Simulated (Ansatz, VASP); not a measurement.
**One calculation of Co, two programs**

Contents of INCAR:

```
SYSTEM = Co
PREC = Accurate
ENCUT = 520
EDIFF = 1E-8
ISMEAR = -1
SIGMA = 0.05
LREAL = .False.
LASPH = .True.
NELM = 150
ALGO = Normal
ISIF = 2
LWAVE = .False.
LCHARG = .False.
ISPIN = 2
MAGMOM = 2 2
LORBIT = 11
LMAXMIX = 4
GGA = PE
LEFG = .True.
NBANDS = 20
```

The input KPOINTS:

```
Automatic mesh
0
Gamma
  19 19 10
  0 0 0
```

File POSCAR:

```
Co
1.0
    2.4686208520      0.0000000000      0.0000000000
   -1.2343104260      2.1378883702      0.0000000000
    0.0000000000      0.0000000000      4.0910000000
Co
2
Direct
    0.3333333333      0.6666666667      0.2500000000
    0.6666666667      0.3333333333      0.7500000000
```

Input for Ansatz:

```yaml
crystal:
  lattice:
    - [2.468620852, 0.0, 0.0]
    - [-1.234310426, 2.1378883702, 0.0]
    - [0.0, 0.0, 4.091]
  atoms:
    - { symbol: Co, position: [0.3333333333, 0.6666666667, 0.25], spin: 2.0 }
    - { symbol: Co, position: [0.6666666667, 0.3333333333, 0.75], spin: 2.0 }
magnetization:
  spin_polarized: true
kpoints:
  mp_grid: { grid: [19, 19, 10] }
scf:
  occupations: { method: fermi_dirac, width: 0.05 }
hamiltonian:
  xc: pbe
  pseudopotentials: { kind: paw }
output:
  forces: true
  stress: true
  eigenvalues: true
  efg: { contact_densities: true }
  write_density: true
  write_potential: true
  elf: true
  volumetric_format: npy
```

Change from the starting cell: equal xx and yy strain of -2 %, PAW files.

Alike in both runs: task electric field gradients; functional PBE; k mesh 19 × 19 × 10; occupations fermi-dirac, width 0.05 eV; collinear spin.

|  | VASP | Ansatz |
| --- | --- | --- |
| version | VASP 6.6.1 | Ansatz 0.2.0 |
| potentials or method | VASP PAW PBE potentials, release 64 (Co) | PAW with Ansatz's default frozen-core files, scalar-relativistic |
| plane-wave cutoff (eV) | 520 | 420 |
| valence electrons in the cell | 18 | 34 |

Ansatz gave:

* pressure (GPa): 1.5
* traceless stress, the component that is largest in VASP (GPa): -5.08
* net moment per atom (μB): 1.61
* size of the moment on the site where the two differ most (μB): 1.69
* size of Vzz on the site where it differs most (V/Å²): 2.9

Q: Which values does VASP return?

A: Pressure (GPa): 0.7; traceless stress, the component that is largest in VASP (GPa): -5.02; net moment per atom (μB): 1.60; size of the moment on the site where the two differ most (μB): 1.62; size of Vzz on the site where it differs most (V/Å²): 4.0.

Site moments also hang on the region over which each program counts them. With one functional, cell and mesh, what is left measures potentials, basis and numerics. VASP's potentials hold 18 valence electrons a cell and Ansatz's 34, so a difference there can come from the potentials and not from the codes.
